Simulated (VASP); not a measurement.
# BIr3Br (Pm-3m) in VASP: further runs

The runs below take BIr3Br through single point, relaxation of cell and atoms, with PBEsol, PBEsol+U.

All numbers are computed with VASP 6.6.1; they aren't measurements. Logs are shortened: lines on timing, memory, paths and dates and some standing lists are left out, and cuts for length are marked.

## 1. The cell of the first run

It takes space group Pm-3m (No. 221, cubic). The conventional cell has a = 4.152 Å, b = 4.152 Å, c = 4.152 Å, α = 90.00°, β = 90.00°, γ = 90.00°. B (site symmetry m-3m) has 6 Ir at 2.08 Å within 2.7 Å. Ir (site symmetry 4/mmm) has 2 B at 2.08 Å within 2.7 Å. Within 3.9 Å of Br (site symmetry m-3m) lie 12 Ir at 2.94 Å and 8 B at 3.60 Å.

## 2. Single point, PBEsol

File INCAR:

```
SYSTEM = BIr3Br
  PREC = Accurate
  ENCUT = 520
  EDIFF = 1E-7
  ISMEAR = 0
  SIGMA = 0.1175
  LREAL = .FALSE.
  LASPH = .TRUE.
  NELM = 60
  ALGO = Normal
  ISIF = 2
  LWAVE = .FALSE.
  LCHARG = .FALSE.
  GGA = PS
  NBANDS = 26
```

File KPOINTS:

```
regular mesh
0
G
  4 4 4
  0 0 0
```

File POSCAR:

```
BIr3Br
1.0
    4.1523326218      0.0000000000      0.0000000000
    0.0000000000      4.1523326218      0.0000000000
    0.0000000000      0.0000000000      4.1523326218
B Ir Br
1 3 1
Direct
    0.5000000000      0.5000000000      0.5000000000
    0.0000000000      0.5000000000      0.5000000000
    0.5000000000      0.0000000000      0.5000000000
    0.5000000000      0.5000000000      0.0000000000
    0.0000000000      0.0000000000      0.0000000000
```

Potentials or basis: VASP PAW PBE potentials, release 64 (B, Ir, Br).

Command:

```console
cat potpaw_PBE.64/B/POTCAR potpaw_PBE.64/Ir/POTCAR potpaw_PBE.64/Br/POTCAR > POTCAR
mpirun -np 1 vasp_std > vasp.out
```

OUTCAR:

```text
SYSTEM = BIr3Br
   PREC = Accurate
   ENCUT = 520
   EDIFF = 1E-7
   ISMEAR = 0
   LREAL = .FALSE.
   LASPH = .TRUE.
   NELM = 60
   ISIF = 2
   GGA = PS

 ion  position               nearest neighbor table
   1  0.500  0.500  0.500-   2 2.08   3 2.08   4 2.08   4 2.08   3 2.08   2 2.08
   2  0.000  0.500  0.500-   1 2.08   1 2.08   4 2.94   5 2.94   4 2.94   5 2.94   3 2.94   5 2.94
                             5 2.94   3 2.94   3 2.94   4 2.94   4 2.94   3 2.94
   3  0.500  0.000  0.500-   1 2.08   1 2.08   4 2.94   5 2.94   4 2.94   5 2.94   2 2.94   2 2.94
                             4 2.94   4 2.94   2 2.94   5 2.94   5 2.94   2 2.94
   4  0.500  0.500  0.000-   1 2.08   1 2.08   3 2.94   5 2.94   2 2.94   2 2.94   3 2.94   3 2.94
                             5 2.94   3 2.94   2 2.94   5 2.94   2 2.94   5 2.94
   5  0.000  0.000  0.000-   2 2.94   3 2.94   4 2.94   2 2.94   3 2.94   2 2.94   4 2.94   2 2.94
                             3 2.94   4 2.94   3 2.94   4 2.94

  LATTYP: Found a simple cubic cell.
 ALAT       =     4.1523326218

  Lattice vectors:

 A1 = (   4.1523326218,   0.0000000000,   0.0000000000)
 A2 = (   0.0000000000,   4.1523326218,   0.0000000000)
 A3 = (   0.0000000000,   0.0000000000,   4.1523326218)

Analysis of symmetry for initial positions (statically):
=====================================================================
 Subroutine PRICEL returns:
 Original cell was already a primitive cell.

 Routine SETGRP: Setting up the symmetry group for a
 simple cubic supercell.

 Subroutine GETGRP returns: Found 48 space group operations
[... 9 lines left out ...]

 Routine SETGRP: Setting up the symmetry group for a
 simple cubic supercell.

 Subroutine GETGRP returns: Found 48 space group operations
[... 11 lines left out ...]
                                     Primitive cell

  volume of cell :      71.5940

  direct lattice vectors                    reciprocal lattice vectors
     4.152332622  0.000000000  0.000000000     0.240828491  0.000000000  0.000000000
     0.000000000  4.152332622  0.000000000     0.000000000  0.240828491  0.000000000
     0.000000000  0.000000000  4.152332622     0.000000000  0.000000000  0.240828491

  length of vectors
     4.152332622  4.152332622  4.152332622     0.240828491  0.240828491  0.240828491

  position of ions in fractional coordinates (direct lattice)
     0.500000000  0.500000000  0.500000000
     0.000000000  0.500000000  0.500000000
     0.500000000  0.000000000  0.500000000
     0.500000000  0.500000000  0.000000000
     0.000000000  0.000000000  0.000000000

  ion indices of the primitive-cell ions
   primitive index   ion index
                 1           1
                 2           2
                 3           3
                 4           4
                 5           5

----------------------------------------------------------------------------------------

 KPOINTS: regular mesh

Automatic generation of k-mesh.
 Grid dimensions read from file:
 generate k-points for:    4    4    4

 Generating k-lattice:

  Cartesian coordinates                     Fractional coordinates (reciprocal lattice)
     0.060207123  0.000000000  0.000000000     0.250000000  0.000000000  0.000000000
     0.000000000  0.060207123  0.000000000     0.000000000  0.250000000  0.000000000
     0.000000000  0.000000000  0.060207123     0.000000000  0.000000000  0.250000000

  Length of vectors
     0.060207123  0.060207123  0.060207123

  Shift w.r.t. Gamma in fractional coordinates (k-lattice)
     0.000000000  0.000000000  0.000000000

 Subroutine IBZKPT returns following result:
 ===========================================

 Found     10 irreducible k-points:

 Following reciprocal coordinates:
            Coordinates               Weight
  0.000000  0.000000  0.000000      1.000000
  0.250000  0.000000  0.000000      6.000000
  0.500000  0.000000  0.000000      3.000000
  0.250000  0.250000  0.000000     12.000000
  0.500000  0.250000  0.000000     12.000000
  0.500000  0.500000  0.000000      3.000000
  0.250000  0.250000  0.250000      8.000000
  0.500000  0.250000  0.250000     12.000000
  0.500000  0.500000  0.250000      6.000000
  0.500000  0.500000  0.500000      1.000000
   k-points           NKPTS =     10   k-points in BZ     NKDIM =     10   number of bands    NBANDS=     26
   number of dos      NEDOS =    301   number of ions     NIONS =      5
   total plane-waves  NPLWV =  32768
   dimension x,y,z NGX =    32 NGY =   32 NGZ =   32
   dimension x,y,z NGXF=    64 NGYF=   64 NGZF=   64
   ions per type =               1   3   1
   NGX,Y,Z   is equivalent  to a cutoff of  12.81, 12.81, 12.81 a.u.
   NGXF,Y,Z  is equivalent  to a cutoff of  25.62, 25.62, 25.62 a.u.
 SYSTEM =  BIr3Br
   PREC   = accura    normal or accurate (medium, high low for compatibility)
   ISTART =      0    job   : 0-new  1-cont  2-samecut
   ICHARG =      2    charge: 1-file 2-atom 10-const
   ISPIN  =      1    spin polarized calculation?
   LNONCOLLINEAR =      F non collinear calculations
   LSORBIT =      F    spin-orbit coupling
   LASPH  =      T    aspherical Exc in radial PAW
   ENCUT  =  520.0 eV  38.22 Ry    6.18 a.u.   7.72  7.72  7.72*2*pi/ulx,y,z
   NELM   =     60;   NELMIN=  2; NELMDL= -5     # of ELM steps
   EDIFF  = 0.1E-06   stopping-criterion for ELM
   LREAL  =      F    real-space projection
   EDIFFG = 0.1E-05   stopping-criterion for IOM
   NSW    =      0    number of steps for IOM
   IBRION =     -1    ionic relax: 0-MD 1-quasi-New 2-CG
   NFREE  =      0    steps in history (QN), initial steepest desc. (CG)
   ISIF   =      2    stress and relaxation
   ISYM   =      2    0-nonsym 1-usesym 2-fastsym
   POTIM  = 0.5000    time-step for ionic-motion
   TEBEG  =    0.0;   TEEND  =   0.0 temperature during run
   PSTRESS=    0.0 pullay stress
   NELECT =      37.0000    total number of electrons
   NUPDOWN=      -1.0000    fix difference up-down
   EMIN   =  10.00;   EMAX   =-10.00  energy-range for DOS
   EFERMI =   0.00;   METHOD = LEGACY
   ISMEAR =     0;   SIGMA  =   0.12  broadening in eV -4-tet -1-fermi 0-gaus
   EFERMI_NEDOS =   21; number of points for ismear=-14 and -15
   IALGO  =     38    algorithm
   IMIX   =      4    mixing-type and parameters
     AMIX     =   0.40;   BMIX     =  1.00
     AMIX_MAG =   1.60;   BMIX_MAG =  1.00
  volume/ion in A,a.u.               =      14.32        96.63
  Fermi-wavevector in a.u.,A,eV,Ry     =   1.313762  2.482650 23.483246  1.725970
  Thomas-Fermi vector in A             =   2.444062
   LORBIT       =      0    0 simple, 1 ext, 2 COOP (PROOUT), +10 PAW based schemes
   GGA     = PS    functional components
   LHFCALC =     F    Hartree Fock is set to
   AEXX    =    0.0000 exact exchange contribution
   IVDW    =     0    specifies the selected vdW correction
   LEPSILON=     F    determine dielectric tensor
   LRPA    =     F    only Hartree local field effects (RPA)
 non-spin polarized calculation
 Gauss-broadening in eV      SIGMA  =   0.12
  energy-cutoff  :      520.00
  volume of cell :       71.59
 maximum number of plane-waves:      1956
 NGX is ok and might be reduce to    32
   NGX = 15   NGY = 15   NGZ = 15

 number of electron      36.9999995 magnetization

 Free energy of the ion-electron system (eV)
  ---------------------------------------------------
  ext. energy  EPLUGINS =         0.00000000
  ---------------------------------------------------
  free energy    TOTEN  =       -34.13574104 eV

  energy without entropy =      -34.08759233  energy(sigma->0) =      -34.11166668

 E-fermi :   8.0619     XC(G=0): -12.8004

 val. band max:        8.0279370585   @ k =   0.2500   0.2500   0.0000
 cond. band min:       8.0827400229   @ k =   0.2500   0.0000   0.0000
 fundamental gap:      0.0548029644
 Fermi energy:         8.0618633408

 k-point     1 :       0.0000    0.0000    0.0000
  band No.  band energies     occupation
      1      -9.3294      2.00000
      2      -3.6136      2.00000
      3       2.8379      2.00000
      4       2.8379      2.00000
      5       2.8379      2.00000
      6       2.9302      2.00000
[... 18 lines left out ...]
     25      13.4289      0.00000
     26      18.4198      0.00000

 k-point     2 :       0.2500    0.0000    0.0000
  band No.  band energies     occupation
      1      -9.1821      2.00000
      2      -3.2279      2.00000
      3       1.0188      2.00000
      4       2.2029      2.00000
      5       2.2029      2.00000
      6       3.0890      2.00000
[... 18 lines left out ...]
     25      15.0249      0.00000
     26      15.9991      0.00000

 k-point     3 :       0.5000    0.0000    0.0000
  band No.  band energies     occupation
      1      -9.0234      2.00000
      2      -2.7634      2.00000
      3       0.4230      2.00000
      4       1.7603      2.00000
      5       1.8926      2.00000
      6       1.8926      2.00000
[... 18 lines left out ...]
     25      14.7818      0.00000
     26      14.8210      0.00000

 k-point     4 :       0.2500    0.2500    0.0000
  band No.  band energies     occupation
      1      -9.0737      2.00000
      2      -2.7971      2.00000
      3       1.0468      2.00000
      4       1.0662      2.00000
      5       1.9401      2.00000
      6       2.7343      2.00000
[... 18 lines left out ...]
     25      14.4258      0.00000
     26      16.2485      0.00000
[... 90 lines left out ...]
      1      -8.9327      2.00000
      2      -1.6969      2.00000
      3       0.2303      2.00000
      4       1.0018      2.00000
      5       1.5705      2.00000
      6       1.9202      2.00000
[... 18 lines left out ...]
     25      14.1711      0.00000
     26      14.6251      0.00000

 k-point     9 :       0.5000    0.5000    0.2500
  band No.  band energies     occupation
      1      -8.9057      2.00000
      2      -0.6017      2.00000
      3       0.0169      2.00000
      4       0.0169      2.00000
      5       1.7825      2.00000
      6       1.8773      2.00000
[... 18 lines left out ...]
     25      14.9274      0.00000
     26      14.9274      0.00000

 k-point    10 :       0.5000    0.5000    0.5000
  band No.  band energies     occupation
      1      -8.9180      2.00000
      2       0.0496      2.00000
      3       0.0496      2.00000
      4       0.0496      2.00000
      5       1.3852      2.00000
      6       2.0156      2.00000
[... 18 lines left out ...]
     25      14.1003      0.00000
     26      14.1003      0.00000

------------------------ aborting loop because EDIFF is reached ----------------------------------------

  FORCE on cell =-STRESS in cart. coord.  units (eV):
  Direction    XX          YY          ZZ          XY          YZ          ZX
  --------------------------------------------------------------------------------------
  -------------------------------------------------------------------------------------
  Total        0.4381762      0.4381762      0.4381762      0.0000000     -0.0000000      0.0000000
  in kB        9.8057991      9.8057991      9.8057991      0.0000000     -0.0000000      0.0000000
  external PRESSURE =       9.8057991 kB  Pullay stress =       0.0000000 kB

 VOLUME and BASIS-vectors are now :
 -----------------------------------------------------------------------------
  energy-cutoff  :      520.00
  volume of cell :       71.59
      direct lattice vectors                 reciprocal lattice vectors
     4.152332622  0.000000000  0.000000000     0.240828491  0.000000000  0.000000000
     0.000000000  4.152332622  0.000000000     0.000000000  0.240828491  0.000000000
     0.000000000  0.000000000  4.152332622     0.000000000  0.000000000  0.240828491

 POSITION                                       TOTAL-FORCE (eV/Angst)
 -----------------------------------------------------------------------------------
      2.07617      2.07617      2.07617         0.000000      0.000000      0.000000
      0.00000      2.07617      2.07617         0.000000      0.000000      0.000000
      2.07617      0.00000      2.07617         0.000000      0.000000      0.000000
      2.07617      2.07617      0.00000         0.000000      0.000000      0.000000
      0.00000      0.00000      0.00000         0.000000      0.000000      0.000000
 -----------------------------------------------------------------------------------
    total drift:                                0.000000     -0.000000     -0.000000

  FREE ENERGIE OF THE ION-ELECTRON SYSTEM (eV)
  ---------------------------------------------------
  free  energy   TOTEN  =       -34.1357410354 eV

  energy  without entropy=      -34.0875923295  energy(sigma->0) =      -34.11166668
```

Wall time 25 s (1 thread of Intel Xeon Platinum 8259CL at 2.50GHz (Skylake/Cascade Lake), shared host); peak memory 0.18 GiB.

What came out:

| Quantity | Value |
| --- | --- |
| Free energy | -34.1357 eV |
| Pressure | 1.0 GPa |

Caveat: the k points lie up to 0.38 Å⁻¹ apart; the PAW data sets were made with another functional, which shifts forces and pressure a little; spin-orbit coupling is left out, which moves the levels of the heavy elements; an odd number of electrons without spin polarisation forces a metal; a magnetic or distorted state may lie lower.

## 3. Single point, PBEsol+U

This run uses another cell than the first one, of 14.27 Å³/atom, 0.997 times its volume.

File INCAR:

```
ALGO = Normal ; EDIFF = 1E-7
ENCUT = 520 ; GGA = PS
ISIF = 2 ; ISMEAR = 0
LASPH = True ; LCHARG = False
LDAU = True ; LDAUJ = 0 0 0
LDAUL = -1 2 -1 ; LDAUPRINT = 1
LDAUTYPE = 2 ; LDAUU = 0 4 0
LMAXMIX = 4 ; LREAL = False
LWAVE = False ; NBANDS = 26
NELM = 150 ; PREC = Accurate
SIGMA = 0.1175
```

File KPOINTS:

```
k-points
0
Gamma
  4 4 4
```

POSCAR: that of step 2 with these lines changed.

```diff
@@ -2,5 +2,5 @@
 1.0
-    4.1523326218      0.0000000000      0.0000000000
-    0.0000000000      4.1523326218      0.0000000000
-    0.0000000000      0.0000000000      4.1523326218
+    4.1479363475      0.0000000000      0.0000000000
+    0.0000000000      4.1479363475      0.0000000000
+    0.0000000000      0.0000000000      4.1479363475
 B Ir Br
```

Potentials or basis: VASP PAW PBE potentials, release 64 (B, Ir, Br).

Command:

```console
cat potpaw_PBE.64/B/POTCAR potpaw_PBE.64/Ir/POTCAR potpaw_PBE.64/Br/POTCAR > POTCAR
mpirun -np 1 vasp_std > vasp.out
```

Run time: 22 s. Hardware: 1 thread of Intel Xeon Platinum 8259CL at 2.50GHz (Skylake/Cascade Lake), shared host; peak memory 0.18 GiB.

The run converged. Its results:

```yaml
Free_energy: -22.6890 eV
Pressure: -6.9 GPa
```

Levels at points of the mesh, in eV from the Fermi level:
```tsv
k point	band 15	band 16	band 17	band 18	band 19	band 20	band 21	band 22	band 23	band 24
(0.00, 0.00, 0.00)	-1.77	-1.77	-0.12	-0.12	-0.12	0.52	0.89	0.89	0.89	5.81
(0.50, 0.00, 0.00)	-2.12	-1.84	-1.01	-0.08	-0.08	0.89	1.83	2.73	2.73	5.97
(0.50, 0.50, 0.00)	-1.76	-1.19	-1.14	0.09	0.09	0.67	2.28	3.21	3.21	4.72
(0.50, 0.50, 0.50)	-2.98	-1.37	-1.37	0.50	0.50	0.50	3.16	3.16	3.16	6.66
```

Eigenvalues of the final occupation matrices:
```tsv
site	spin	trace	eigenvalues
site 2 d	1	3.80	0.67 0.67 0.78 0.82 0.85
site 2 d	2	3.80	0.67 0.67 0.78 0.82 0.85
site 3 d	1	3.80	0.67 0.67 0.78 0.82 0.85
site 3 d	2	3.80	0.67 0.67 0.78 0.82 0.85
site 4 d	1	3.80	0.67 0.67 0.78 0.82 0.85
site 4 d	2	3.80	0.67 0.67 0.78 0.82 0.85
```

Caveat: the k points lie up to 0.38 Å⁻¹ apart; the PAW data sets were made with another functional, which shifts forces and pressure a little; spin-orbit coupling is left out, which moves the levels of the heavy elements; an odd number of electrons without spin polarisation forces a metal; a magnetic or distorted state may lie lower; U without spin polarisation on a metal has little footing.

## 4. Relaxation of cell and atoms, PBEsol

This run uses another cell than the first one, of 16.82 Å³/atom, 1.175 times its volume.

File INCAR:

```
ALGO = Normal
EDIFF = 1E-6
EDIFFG = -0.01
ENCUT = 600
GGA = PS
IBRION = 2
ISIF = 3
ISMEAR = 0
LASPH = T
LCHARG = F
LREAL = F
LWAVE = F
NELM = 60
NSW = 60
PREC = Accurate
SIGMA = 0.1175
```

KPOINTS is that of step 3.

POSCAR: that of step 3 with these lines changed.

```diff
@@ -2,5 +2,5 @@
 1.0
-    4.1479363475      0.0000000000      0.0000000000
-    0.0000000000      4.1479363475      0.0000000000
-    0.0000000000      0.0000000000      4.1479363475
+    4.3812740000      0.0000000000      0.0000000000
+    0.0000000000      4.3812740000      0.0000000000
+    0.0000000000      0.0000000000      4.3812740000
 B Ir Br
```

Command:

```console
cat potpaw_PBE.64/B/POTCAR potpaw_PBE.64/Ir/POTCAR potpaw_PBE.64/Br/POTCAR > POTCAR
mpirun -np 1 vasp_std > vasp.out
```

It took 90 s on 1 thread of Intel Xeon Platinum 8259CL at 2.50GHz (Skylake/Cascade Lake), shared host; peak memory 0.23 GiB.

Results (log left out):

```yaml
Free_energy: -34.1398 eV
Relaxed_volume: 14.38 Å³/atom
Relaxed_cell: a = 4.158 Å, b = 4.158 Å, c = 4.158 Å, α = 90.00°, β = 90.00°, γ = 90.00°
Space_group_after_relaxing_to_0.05_Å: Pm-3m (No. 221)
Energy_gained_by_relaxing: 208.1 meV/atom
Ionic_steps: 5
Pressure_after_relaxing: 0.1 GPa
```

Step by step:
| step | energy change (eV) | largest force (eV/Å) | pressure (GPa) | volume (Å³) |
| --- | --- | --- | --- | --- |
| 1 | 0.0000 | 0.0000 | -23.42 | 84.10 |
| 2 | 1.9910 | 0.0000 | 84.17 | 57.58 |
| 3 | -1.0362 | 0.0000 | -1.98 | 72.58 |
| 4 | -1.0400 | 0.0000 | -0.62 | 72.12 |
| 5 | -1.0404 | 0.0000 | 0.08 | 71.89 |

Final structure:
```xyz
5
Lattice="4.1581 0.0000 0.0000 0.0000 4.1581 0.0000 0.0000 0.0000 4.1581" Properties=species:S:1:pos:R:3 pbc="T T T"
B     2.0791    2.0791    2.0791
Ir    0.0000    2.0791    2.0791
Ir    2.0791    0.0000    2.0791
Ir    2.0791    2.0791    0.0000
Br    0.0000    0.0000    0.0000
```

Levels at points of the mesh, in eV from the Fermi level:
```csv
k point,band 15,band 16,band 17,band 18,band 19,band 20,band 21,band 22
"(0.00, 0.00, 0.00)",-1.31,-1.31,-0.60,-0.60,-0.60,0.65,0.74,0.74
"(0.50, 0.00, 0.00)",-2.20,-1.42,-0.90,0.13,0.13,0.74,1.63,2.35
"(0.50, 0.50, 0.00)",-1.63,-1.28,-0.74,0.05,0.05,0.77,1.63,2.81
"(0.50, 0.50, 0.50)",-2.68,-0.94,-0.94,0.47,0.47,0.47,2.74,2.74
```

Caveat: the PAW data sets were made with another functional, which shifts forces and pressure a little; spin-orbit coupling is left out, which moves the levels of the heavy elements; an odd number of electrons without spin polarisation forces a metal; a magnetic or distorted state may lie lower.

[end of part 1 of 2]
